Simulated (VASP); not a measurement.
Crystal: Si.

```
Si
1.0
     2.53117    0.00000    0.00000
     0.00000    2.53117    0.00000
     0.00000    0.00000    2.53117
Si
1
Cartesian
  0.0000 0.0000 0.0000
```

```yaml
Program: VASP 6.6.1
Task: relaxation of cell and atoms
Functional: LDA
Potentials_or_basis: VASP PAW LDA potentials, release 64 (Si)
Cutoff: 600 eV
k_mesh: 12 × 12 × 12
Occupations: fermi-dirac, width 0.1 eV
Spin: no spin polarisation
```

At the start: pressure -3.7 GPa; volume 16.22 Å³/atom.

Question: Where does the relaxation end?

Answer: Over 3 steps the energy falls by 7.1 meV/atom and the volume is 15.63 Å³/atom (-3.6 %); space group Pm-3m (No. 221, to 0.05 Å).

Step by step:
```tsv
step	energy change (eV)	largest force (eV/Å)	pressure (GPa)	volume (Å³)
1	0.0000	0.0000	-3.74	16.22
2	-0.0053	0.0000	2.07	15.34
3	-0.0071	0.0000	0.00	15.63
```

Final structure:
```yaml
crystal:
  lattice:
    - [2.50006, 0.00000, 0.00000]
    - [0.00000, 2.50006, 0.00000]
    - [0.00000, 0.00000, 2.50006]
  atoms:
    - { symbol: Si, position: [0.00000, 0.00000, 0.00000] }
```
